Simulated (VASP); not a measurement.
# SnO2 (P4_2/mnm) in VASP: further runs

The runs below take SnO2 through single point, with PBEsol.

Everything below comes from runs of VASP 6.6.1. Logs are shortened: lines on timing, memory, paths and dates and some standing lists are left out, and cuts for length are marked.

**1. The cell of the first run**

The structure is tetragonal, space group P4_2/mnm (No. 136). Conventional cell: a = 4.674 Å, b = 4.674 Å, c = 3.143 Å, α = 90.00°, β = 90.00°, γ = 90.00°. Within 2.7 Å of Sn (site symmetry mmm) lie 6 O at 2.02 to 2.03 Å. Within 2.7 Å of O (site symmetry m2m) lie 3 Sn at 2.02 to 2.03 Å and 1 O at 2.55 Å.

**2. Single point, PBEsol (11.45 Å³/atom)**

Input file INCAR:

```
PREC = Accurate
ENCUT = 520
EDIFF = 1E-6
ISMEAR = -1
SIGMA = 0.05
LREAL = F
LASPH = T
NELM = 80
ALGO = Normal
ISIF = 2
LWAVE = F
LCHARG = T
GGA = PS
LELF = T
LVHAR = T
NBANDS = 35
```

Input file KPOINTS:

```
regular mesh
0
Gamma
  6 6 8
```

Input file POSCAR:

```
SnO2
1.0
    4.6739651233      0.0000000000      0.0000000000
    0.0000000000      4.6739651233      0.0000000000
    0.0000000000      0.0000000000      3.1434339099
Sn O
2 4
Direct
    0.5000000000      0.5000000000      0.5000000000
    0.0000000000      0.0000000000      0.0000000000
    0.8071000000      0.1929000000      0.5000000000
    0.6929000000      0.6929000000      0.0000000000
    0.1929000000      0.8071000000      0.5000000000
    0.3071000000      0.3071000000      0.0000000000
```

Potentials or basis: VASP PAW PBE potentials, release 64 (Sn_d, O).

Started as:

```
cat potpaw_PBE.64/Sn_d/POTCAR potpaw_PBE.64/O/POTCAR > POTCAR
mpirun -np 1 vasp_std > vasp.out
```

OUTCAR:

```text
PREC = Accurate
   ENCUT = 520
   EDIFF = 1E-6
   ISMEAR = -1
   LREAL = F
   LASPH = T
   NELM = 80
   ISIF = 2
   GGA = PS

 ion  position               nearest neighbor table
   1  0.500  0.500  0.500-   4 2.02   6 2.02   4 2.02   6 2.02   5 2.03   3 2.03   2 3.66   2 3.66
                             2 3.66   2 3.66   2 3.66   2 3.66   2 3.66   2 3.66
   2  0.000  0.000  0.000-   3 2.02   5 2.02   3 2.02   5 2.02   4 2.03   6 2.03   1 3.66   1 3.66
                             1 3.66   1 3.66   1 3.66   1 3.66   1 3.66   1 3.66
   3  0.807  0.193  0.500-   2 2.02   2 2.02   1 2.03
   4  0.693  0.693  0.000-   1 2.02   1 2.02   2 2.03
   5  0.193  0.807  0.500-   2 2.02   2 2.02   1 2.03
   6  0.307  0.307  0.000-   1 2.02   1 2.02   2 2.03

  LATTYP: Found a simple tetragonal cell.
 ALAT       =     4.6739651233
 C/A-ratio  =     0.6725411566

  Lattice vectors:

 A1 = (   4.6739651233,   0.0000000000,   0.0000000000)
 A2 = (   0.0000000000,   4.6739651233,   0.0000000000)
 A3 = (   0.0000000000,   0.0000000000,   3.1434339099)

Analysis of symmetry for initial positions (statically):
=====================================================================
 Subroutine PRICEL returns:
 Original cell was already a primitive cell.

 Routine SETGRP: Setting up the symmetry group for a
 simple tetragonal supercell.

 Subroutine GETGRP returns: Found 16 space group operations
 (whereof  8 operations were pure point group operations)
 out of a pool of 16 trial point group operations.

The static configuration has the point symmetry D_2h.
 The point group associated with its full space group is D_4h.

Analysis of symmetry for dynamics (positions and initial velocities):
=====================================================================
 Subroutine PRICEL returns:
 Original cell was already a primitive cell.

 Routine SETGRP: Setting up the symmetry group for a
 simple tetragonal supercell.

 Subroutine GETGRP returns: Found 16 space group operations
 (whereof  8 operations were pure point group operations)
 out of a pool of 16 trial point group operations.

The dynamic configuration has the point symmetry D_2h.
 The point group associated with its full space group is D_4h.

 Subroutine INISYM returns: Found 16 space group operations
 (whereof  8 operations are pure point group operations),
 and found     1 'primitive' translations

----------------------------------------------------------------------------------------

                                     Primitive cell

  volume of cell :      68.6713

  direct lattice vectors                    reciprocal lattice vectors
     4.673965123  0.000000000  0.000000000     0.213951104  0.000000000  0.000000000
     0.000000000  4.673965123  0.000000000     0.000000000  0.213951104  0.000000000
     0.000000000  0.000000000  3.143433910     0.000000000  0.000000000  0.318123437

  length of vectors
     4.673965123  4.673965123  3.143433910     0.213951104  0.213951104  0.318123437

  position of ions in fractional coordinates (direct lattice)
     0.500000000  0.500000000  0.500000000
     0.000000000  0.000000000  0.000000000
     0.807100000  0.192900000  0.500000000
     0.692900000  0.692900000  0.000000000
     0.192900000  0.807100000  0.500000000
     0.307100000  0.307100000  0.000000000

  ion indices of the primitive-cell ions
   primitive index   ion index
                 1           1
                 2           2
                 3           3
                 4           4
                 5           5
                 6           6

----------------------------------------------------------------------------------------

 KPOINTS: regular mesh

Automatic generation of k-mesh.
 Grid dimensions read from file:
 generate k-points for:    6    6    8

 Generating k-lattice:

  Cartesian coordinates                     Fractional coordinates (reciprocal lattice)
     0.035658517  0.000000000  0.000000000     0.166666667  0.000000000  0.000000000
     0.000000000  0.035658517  0.000000000     0.000000000  0.166666667  0.000000000
     0.000000000  0.000000000  0.039765430     0.000000000  0.000000000  0.125000000

  Length of vectors
     0.035658517  0.035658517  0.039765430

  Shift w.r.t. Gamma in fractional coordinates (k-lattice)
     0.000000000  0.000000000  0.000000000

 Subroutine IBZKPT returns following result:
 ===========================================

 Found     50 irreducible k-points:

 Following reciprocal coordinates:
            Coordinates               Weight
  0.000000  0.000000  0.000000      1.000000
  0.166667  0.000000  0.000000      4.000000
  0.333333  0.000000  0.000000      4.000000
  0.500000  0.000000  0.000000      2.000000
  0.166667  0.166667  0.000000      4.000000
  0.333333  0.166667  0.000000      8.000000
[... 16 lines left out ...]
  0.333333  0.000000  0.250000      8.000000
  0.500000  0.000000  0.250000      4.000000
 [... further k-points ...]
   k-points           NKPTS =     50   k-points in BZ     NKDIM =     50   number of bands    NBANDS=     35
   number of dos      NEDOS =    301   number of ions     NIONS =      6
   total plane-waves  NPLWV =  31104
   dimension x,y,z NGX =    36 NGY =   36 NGZ =   24
   dimension x,y,z NGXF=    72 NGYF=   72 NGZF=   48
   ions per type =               2   4
   NGX,Y,Z   is equivalent  to a cutoff of  12.80, 12.80, 12.69 a.u.
   NGXF,Y,Z  is equivalent  to a cutoff of  25.61, 25.61, 25.39 a.u.
 SYSTEM =  unknown system
   PREC   = accura    normal or accurate (medium, high low for compatibility)
   ISTART =      0    job   : 0-new  1-cont  2-samecut
   ICHARG =      2    charge: 1-file 2-atom 10-const
   ISPIN  =      1    spin polarized calculation?
   LNONCOLLINEAR =      F non collinear calculations
   LSORBIT =      F    spin-orbit coupling
   LASPH  =      T    aspherical Exc in radial PAW
   ENCUT  =  520.0 eV  38.22 Ry    6.18 a.u.   8.69  8.69  5.84*2*pi/ulx,y,z
   NELM   =     80;   NELMIN=  2; NELMDL= -5     # of ELM steps
   EDIFF  = 0.1E-05   stopping-criterion for ELM
   LREAL  =      F    real-space projection
   EDIFFG = 0.1E-04   stopping-criterion for IOM
   NSW    =      0    number of steps for IOM
   IBRION =     -1    ionic relax: 0-MD 1-quasi-New 2-CG
   NFREE  =      0    steps in history (QN), initial steepest desc. (CG)
   ISIF   =      2    stress and relaxation
   ISYM   =      2    0-nonsym 1-usesym 2-fastsym
   POTIM  = 0.5000    time-step for ionic-motion
   TEBEG  =    0.0;   TEEND  =   0.0 temperature during run
   PSTRESS=    0.0 pullay stress
   NELECT =      52.0000    total number of electrons
   NUPDOWN=      -1.0000    fix difference up-down
   EMIN   =  10.00;   EMAX   =-10.00  energy-range for DOS
   EFERMI =   0.00;   METHOD = LEGACY
   ISMEAR =    -1;   SIGMA  =   0.05  broadening in eV -4-tet -1-fermi 0-gaus
   EFERMI_NEDOS =   21; number of points for ismear=-14 and -15
   IALGO  =     38    algorithm
   IMIX   =      4    mixing-type and parameters
     AMIX     =   0.40;   BMIX     =  1.00
     AMIX_MAG =   1.60;   BMIX_MAG =  1.00
  volume/ion in A,a.u.               =      11.45        77.24
  Fermi-wavevector in a.u.,A,eV,Ry     =   1.492167  2.819787 30.294233  2.226563
  Thomas-Fermi vector in A             =   2.604730
   LORBIT       =      0    0 simple, 1 ext, 2 COOP (PROOUT), +10 PAW based schemes
   GGA     = PS    functional components
   LHFCALC =     F    Hartree Fock is set to
   AEXX    =    0.0000 exact exchange contribution
   IVDW    =     0    specifies the selected vdW correction
   LEPSILON=     F    determine dielectric tensor
   LRPA    =     F    only Hartree local field effects (RPA)
 non-spin polarized calculation
  energy-cutoff  :      520.00
  volume of cell :       68.67
 maximum number of plane-waves:      1883
 NGX is ok and might be reduce to    36
   NGX = 17   NGY = 17   NGZ = 11

 number of electron      51.9999976 magnetization

 Free energy of the ion-electron system (eV)
  ---------------------------------------------------
  ext. energy  EPLUGINS =         0.00000000
  ---------------------------------------------------
  free energy    TOTEN  =       -39.44836969 eV

  energy without entropy =      -39.44836968  energy(sigma->0) =      -39.44836969

 E-fermi :   7.3453     XC(G=0): -11.7555

 val. band max:        6.5050787174   @ k =   0.0000   0.0000   0.0000
 cond. band min:       8.1685532591   @ k =   0.0000   0.0000   0.0000
 fundamental gap:      1.6634745417
 Fermi energy:         7.3452940304

 k-point     1 :       0.0000    0.0000    0.0000
  band No.  band energies     occupation
      1     -14.6154      2.00000
      2     -13.7760      2.00000
      3     -13.3576      2.00000
      4     -13.3388      2.00000
      5     -13.3388      2.00000
      6     -13.2611      2.00000
[... 27 lines left out ...]
     34      18.9746      0.00000
     35      19.2247      0.00000

 k-point     2 :       0.1667    0.0000    0.0000
  band No.  band energies     occupation
      1     -14.5683      2.00000
      2     -13.8181      2.00000
      3     -13.3590      2.00000
      4     -13.3366      2.00000
      5     -13.3364      2.00000
      6     -13.3134      2.00000
[... 27 lines left out ...]
     34      18.9202      0.00000
     35      19.1851      0.00000

 k-point     3 :       0.3333    0.0000    0.0000
  band No.  band energies     occupation
      1     -14.4310      2.00000
      2     -13.9825      2.00000
      3     -13.3666      2.00000
      4     -13.3636      2.00000
      5     -13.3318      2.00000
      6     -13.3316      2.00000
[... 27 lines left out ...]
     34      18.8647      0.00000
     35      19.1224      0.00000
[... 723 lines left out ...]
 k-point    23 :       0.3333    0.0000    0.2500
  band No.  band energies     occupation
      1     -14.2860      2.00000
      2     -14.1234      2.00000
      3     -13.7425      2.00000
      4     -13.4609      2.00000
      5     -13.2251      2.00000
      6     -13.2223      2.00000
[... 27 lines left out ...]
     34      18.8201      0.00000
     35      19.0594      0.00000

 k-point    24 :       0.5000    0.0000    0.2500
  band No.  band energies     occupation
      1     -14.2284      2.00000
      2     -14.2284      2.00000
      3     -13.5928      2.00000
      4     -13.5928      2.00000
      5     -13.2194      2.00000
      6     -13.2194      2.00000
[... 27 lines left out ...]
     34      19.0452      0.00000
     35      19.3728      0.00000

 [... further k-points ...]

------------------------ aborting loop because EDIFF is reached ----------------------------------------

  FORCE on cell =-STRESS in cart. coord.  units (eV):
  Direction    XX          YY          ZZ          XY          YZ          ZX
  --------------------------------------------------------------------------------------
  -------------------------------------------------------------------------------------
  Total        5.8442326      5.8442326      8.1713403     -0.0000000      0.0000000      0.0000000
  in kB      136.3524054    136.3524054    190.6464010     -0.0000000      0.0000000      0.0000000
  external PRESSURE =     154.4504039 kB  Pullay stress =       0.0000000 kB

 VOLUME and BASIS-vectors are now :
 -----------------------------------------------------------------------------
  energy-cutoff  :      520.00
  volume of cell :       68.67
      direct lattice vectors                 reciprocal lattice vectors
     4.673965123  0.000000000  0.000000000     0.213951104  0.000000000  0.000000000
     0.000000000  4.673965123  0.000000000     0.000000000  0.213951104  0.000000000
     0.000000000  0.000000000  3.143433910     0.000000000  0.000000000  0.318123437

 POSITION                                       TOTAL-FORCE (eV/Angst)
 -----------------------------------------------------------------------------------
      2.33698      2.33698      1.57172        -0.000000      0.000000     -0.000000
      0.00000      0.00000      0.00000        -0.000000      0.000000     -0.000000
      3.77236      0.90161      1.57172        -0.289653      0.289653     -0.000000
      3.23859      3.23859      0.00000         0.289653      0.289653     -0.000000
      0.90161      3.77236      1.57172         0.289653     -0.289653     -0.000000
      1.43537      1.43537      0.00000        -0.289653     -0.289653      0.000000
 -----------------------------------------------------------------------------------
    total drift:                               -0.000000      0.000000      0.000000

  FREE ENERGIE OF THE ION-ELECTRON SYSTEM (eV)
  ---------------------------------------------------
  free  energy   TOTEN  =       -39.4483696856 eV

  energy  without entropy=      -39.4483696847  energy(sigma->0) =      -39.44836969
```

Run time: 46 s. Hardware: 1 thread of AMD EPYC 9R45 (Zen 5), shared host; peak memory 0.2 GiB.

Results:

```
Free energy            : -39.4484 eV
Pressure               : 15.4 GPa
Largest force          : 0.410 eV/Å
Band gap on the k mesh : 1.66 eV
```

Forces on the atoms (eV/Å):
```
Sn   0.000  0.000  0.000
Sn   0.000  0.000  0.000
O   -0.290  0.290  0.000
O    0.290  0.290  0.000
O    0.290 -0.290  0.000
O   -0.290 -0.290  0.000
```

Caveat: the stress differs along the axes, from 14 to 19 GPa; the PAW data sets were made with another functional, which shifts forces and pressure a little; spin-orbit coupling is left out, which moves the levels of the heavy elements.

[end of part 1 of 2]
